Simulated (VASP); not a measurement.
Set up this calculation in VASP 6.6.1, as the native input.

| Property | Result |
| --- | --- |
| Task | relaxation of the atoms |
| Functional | PBEsol |
| Potentials or basis | VASP PAW PBE potentials, release 64 (Cu, O) |
| Cutoff | 520 eV |
| k mesh | 12 × 12 × 1 |
| Occupations | gaussian, width 0.1 eV |
| Spin | no spin polarisation |
| Dipole correction | yes |
| Atoms held fixed (from 0) | [0, 1, 2, 3] |
| Further INCAR settings | ALGO = Normal; EDIFF = 1e-06; IBRION = 2; EDIFFG = -0.03; NSW = 90 |

The structure of Cu8O lies in POSCAR:

```
Cu8O
1.0
    2.5197984290      0.0000000000      0.0000000000
   -1.2598992145      2.1822094519      0.0000000000
    0.0000000000      0.0000000000     33.4116958574
Cu O
8 1
Selective dynamics
Direct
    0.3333333333      0.6666666667      0.2544019326  F F F
    0.0000000000      0.0000000000      0.3160214835  F F F
    0.6666666667      0.3333333333      0.3776410345  F F F
    0.0000000000      0.0000000000      0.4392605854  F F F
    0.3333333333      0.6666666667      0.5007879385  T T T
    0.0000000000      0.0000000000      0.5621474147  T T T
    0.6666666667      0.3333333333      0.6232999089  T T T
    0.0000000000      0.0000000000      0.6844853628  T T T
    0.0000000000      0.0000000000      0.7437460483  T T T
```

These files were run (other wordings do the same):

INCAR

```
PREC = Accurate
ENCUT = 520
EDIFF = 1E-6
ISMEAR = 0
SIGMA = 0.1
LREAL = False
LASPH = True
NELM = 80
ALGO = Normal
ISIF = 2
LWAVE = False
LCHARG = False
LDIPOL = True
IDIPOL = 3
DIPOL = 0.5 0.5 0.500
GGA = PS
IBRION = 2
NSW = 90
EDIFFG = -0.03
KPAR = 4
```

KPOINTS

```
regular mesh
0
Gamma
  12 12 1
```

Potentials or basis: VASP PAW PBE potentials, release 64 (Cu, O).

Launch:

```console
$ cat potpaw_PBE.64/Cu/POTCAR potpaw_PBE.64/O/POTCAR > POTCAR
$ mpirun -np 4 vasp_std > vasp.out
```

Results of the run:

```json
{
  "Energy gained by relaxing": "22.8 meV/atom",
  "Ionic steps": "13",
  "Band gap on the k mesh": "zero (bands 47 and 48 overlap by 5.25 eV)"
}
```

Run time: 17 min on 4 MPI ranks on Intel(R) Xeon(R) Platinum 8259CL CPU @ 2.50GHz (Skylake/Cascade Lake), with other jobs on the host, peak memory 0.4 GiB a rank.
